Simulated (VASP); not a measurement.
A run of VASP 6.6.1 is set up as follows.

The input INCAR:

```
PREC = Accurate
ENCUT = 520
EDIFF = 1E-6
ISMEAR = -1
SIGMA = 0.05
LREAL = F
LASPH = T
NELM = 60
ALGO = Normal
ISIF = 2
LWAVE = F
LCHARG = F
GGA = PS
NBANDS = 16
```

File KPOINTS:

```
Automatic mesh
0
Gamma
  14 14 13
```

POSCAR

```
WC
1.0
    2.9005014360      0.0000000000      0.0000000000
   -1.4502507180      2.5119079273      0.0000000000
    0.0000000000      0.0000000000      2.8572900000
W C
1 1
Direct
    0.0000000000      0.0000000000      0.0000000000
    0.6666666667      0.3333333333      0.5000000000
```

Potentials or basis: VASP PAW PBE potentials, release 64 (W_sv, C).

Run with:

```sh
$ cat potpaw_PBE.64/W_sv/POTCAR potpaw_PBE.64/C/POTCAR > POTCAR
$ mpirun -np 1 vasp_std > vasp.out
```

Q: What does it give for the pressure?

A: -3.9 GPa.

Q: Estimate the band gap on the k mesh.

A: Zero (bands 9 and 10 overlap by 1.26 eV).

Stress tensor (GPa, compression positive):
```
-1.42  0.00  0.00
 0.00 -1.42  0.00
 0.00  0.00 -8.73
```

Caveat: the cell differs from its parent crystal (zz strain of +1 %); the cell stands under tension; the PAW data sets were made with another functional, which shifts forces and pressure a little; spin-orbit coupling is left out, which moves the levels of the heavy elements.
